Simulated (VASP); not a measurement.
Runs of VASP 6.6.1 on Eu. The structure is that of space group Im-3m (No. 229), or close to it. The cells are those of the table. 

| cell | k mesh | smearing | gap on the mesh (eV) | pressure (GPa) | moment (μB) |
| --- | --- | --- | --- | --- | --- |
| a = 3.858 Å, angles 109.5°, 1 atom | 4 × 4 × 4 | fermi-dirac 0.05 eV | none | 0.0 | 7.43 |
| a = 3.858 Å, angles 109.5°, 1 atom | 10 × 10 × 10 | fermi-dirac 0.03 eV | none | -0.4 | 7.65 |
| a = 3.752 Å, angles 109.5°, 1 atom | 13 × 13 × 13 | fermi-dirac 0.05 eV | none | 0.8 | 7.84 |
| a = 3.697 Å, angles 109.5°, 1 atom | 13 × 13 × 13 | fermi-dirac 0.05 eV | none | 1.8 | 7.82 |
| a = 3.858 Å, angles 109.5°, 1 atom | 10 × 10 × 10 | fermi-dirac 0.05 eV | none | -0.4 | (a) |
| a = 3.858 Å, angles 109.5°, 1 atom | 6 × 6 × 6 | fermi-dirac 0.05 eV | none | -0.4 | (b) |
| a = 3.858 Å, angles 109.5°, 1 atom | 3 × 3 × 3 | fermi-dirac 0.05 eV | none | (c) | (d) |

Alike in all rows: task single point; level r2SCAN; potentials or basis VASP PAW PBE potentials, release 64 (Eu); spin collinear, ferromagnetic start; cutoff (eV) 520.

**Question.** Estimate the missing entries.

**Answer.** (a) 7.70; (b) 7.64; (c) -0.8; (d) 8.04.

Caveats: some runs use coarse meshes; the PAW data sets were made with another functional, which shifts forces and pressure a little; spin-orbit coupling is left out, which moves the levels of the heavy elements; semilocal functionals describe open f shells poorly, which spoils levels, moments and volumes.

A k mesh can miss the band edges, and the runs leave out spin-orbit coupling on Eu.

A gap of «none» marks levels without a gap at the run's occupations.
